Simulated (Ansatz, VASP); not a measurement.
## One calculation of Fe, two programs

File POSCAR:

```
Fe
1.0
   -1.3650158294      1.3650158294      1.3650158294
    1.3650158294     -1.3650158294      1.3650158294
    1.3650158294      1.3650158294     -1.3650158294
Fe
1
Direct
    0.0000000000      0.0000000000      0.0000000000
```

File INCAR.step1:

```
SYSTEM = Fe
PREC = Accurate
ENCUT = 520
ISMEAR = 0
SIGMA = 0.1
LREAL = .FALSE.
LASPH = .TRUE.
NELM = 100
NBANDS = 10
GGA = PE
ALGO = Normal
EDIFF = 1E-4
LWAVE = .TRUE.
LCHARG = .FALSE.
```

The input INCAR.step2:

```
SYSTEM = Fe
PREC = Accurate
ENCUT = 520
EDIFF = 1E-6
ISMEAR = 0
SIGMA = 0.1
LREAL = .FALSE.
LASPH = .TRUE.
NELM = 100
ALGO = Normal
ISIF = 2
LWAVE = .FALSE.
LCHARG = .FALSE.
METAGGA = R2SCAN
LMIXTAU = .TRUE.
NBANDS = 10
ISTART = 1
```

File KPOINTS:

```
regular mesh
0
G
  16 16 16
  0 0 0
```

Input for Ansatz:

```yaml
crystal:
  lattice:
    - [-1.3650158294, 1.3650158294, 1.3650158294]
    - [1.3650158294, -1.3650158294, 1.3650158294]
    - [1.3650158294, 1.3650158294, -1.3650158294]
  atoms:
    - { symbol: Fe, position: [0.0, 0.0, 0.0] }
hamiltonian:
  xc: r2scan
  pseudopotentials:
    kind: paw
    azcp:
      Fe: "pseudopotentials/Fe.paw.azcp"
basis:
  ecutwfc: 500
  fft_grid_basis: typed
kpoints:
  mp_grid: { grid: [16, 16, 16], shift: [0, 0, 0] }
magnetization:
  spin_polarized: false
scf:
  occupations: { method: gaussian, width: 0.1 }
  lower_state_search: "off"
output:
  stress: true
  write_density: true
  write_potential: true
  elf: true
  volumetric_format: npy
```

Alike in both runs: task single point; functional r2SCAN; k mesh 16 × 16 × 16; occupations gaussian, width 0.1 eV; no spin polarisation.

|  | VASP | Ansatz |
| --- | --- | --- |
| version | VASP 6.6.1 | Ansatz 0.2.0 |
| potentials or method | VASP PAW PBE potentials, release 64 (Fe), cutoff 520 eV | plane waves (500 eV) with PAW, scalar-relativistic |
| valence electrons in the cell | 8 | 16 |

|  | VASP | Ansatz | Ansatz less VASP |
| --- | --- | --- | --- |
| pressure (GPa) | -0.1 | -0.7 | -0.57 |

VASP's potentials were made for PBE, not for r2SCAN. VASP's potentials hold 8 valence electrons a cell and Ansatz's 16, so a difference there can come from the potentials and not from the codes.
